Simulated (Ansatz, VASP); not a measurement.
Pd: VASP beside Ansatz

The input INCAR:

```
SYSTEM = Pd
  ALGO = Fast
  EDIFF = 1E-6
  ENCUT = 520
  ISIF = 2
  ISMEAR = 0
  LASPH = .TRUE.
  LCHARG = .FALSE.
  LREAL = .FALSE.
  LWAVE = .FALSE.
  NBANDS = 11
  NELM = 80
  PREC = Accurate
  SIGMA = 0.15
```

The input KPOINTS:

```
k-points
0
G
  22 22 22
  0 0 0
```

Contents of POSCAR:

```
Pd
1.0
   -1.4779441400      1.6666178600      1.5722810000
    1.4779441400     -1.6666178600      1.5722810000
    1.4779441400      1.6666178600     -1.5722810000
Pd
1
Direct
    0.0000000000      0.0000000000      0.0000000000
```

Input for Ansatz:

```yaml
crystal:
  lattice:
    - [-1.47794414, 1.66661786, 1.572281]
    - [1.47794414, -1.66661786, 1.572281]
    - [1.47794414, 1.66661786, -1.572281]
  atoms:
    - { symbol: Pd, position: [0.0, 0.0, 0.0] }
basis:
  ecutwfc: 420
kpoints:
  mp_grid: { grid: [22, 22, 22] }
hamiltonian:
  xc: lda
scf:
  occupations: { method: gaussian, width: 0.15 }
output:
  forces: true
  stress: true
  eigenvalues: true
```

Change from the starting cell: strain -0.0600 x Voigt [1, -1, 0, 0, 0, 0], atoms carried along.

Alike in both runs: task single point; functional LDA; k mesh 22 × 22 × 22; occupations gaussian, width 0.15 eV; no spin polarisation.

|  | VASP | Ansatz |
| --- | --- | --- |
| version | VASP 6.6.1 | Ansatz 0.2.0 |
| potentials or method | VASP PAW LDA potentials, release 64 (Pd), cutoff 520 eV | scalar-relativistic, plane waves, PAW |
| valence electrons in the cell | 10 | 18 |

|  | VASP | Ansatz | Ansatz less VASP |
| --- | --- | --- | --- |
| gap on the k mesh at the Fermi level (eV) | none | none | - |
| pressure (GPa) | -14.6 | -14.8 | -0.20 |
| traceless stress, the component that is largest in VASP (GPa) | 1.51 | 1.54 | +0.032 |

LDA's correlation is that of Perdew and Zunger in VASP and of Perdew and Wang (1992) in Ansatz. A gap of «none» marks a metal or a gap that the smearing closes. VASP's potentials hold 10 valence electrons a cell and Ansatz's 18, so a difference there can come from the potentials and not from the codes.
